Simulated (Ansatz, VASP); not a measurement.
**One calculation of Pd, two programs**

```
CELL_PARAMETERS angstrom
0.00000 1.92067 1.92067
1.92067 0.00000 1.92067
1.92067 1.92067 0.00000
ATOMIC_POSITIONS crystal
Pd 0.00000 0.00000 0.00000
```

Alike in both runs: task single point; functional LDA; k mesh 17 × 17 × 17; occupations fermi-dirac, width 0.1 eV; no spin polarisation; Hubbard terms Pd d U = 6.0 eV.

|  | VASP | Ansatz |
| --- | --- | --- |
| version | VASP 6.6.1 | Ansatz 0.2.0 |
| potentials or method | VASP PAW LDA potentials, release 64 (Pd), cutoff 500 eV | all-electron LAPW, scalar-relativistic |

VASP gave:

```
gap on the k mesh at the Fermi level (eV) : none
pressure (GPa)                            : -20.7
```

Task: What did Ansatz give for the same quantities?

Result: gap on the k mesh at the Fermi level (eV): none; pressure (GPa): 3.5.

LDA's correlation is that of Perdew and Zunger in VASP and of Perdew and Wang (1992) in Ansatz. The programs project onto different local orbitals, so the same U acts differently, and such runs can settle in different states. A gap of «none» marks a metal or a gap that the smearing closes. Ansatz ran all-electron here, and VASP with PAW potentials. Ansatz's warnings: filled band counts differ across k points.
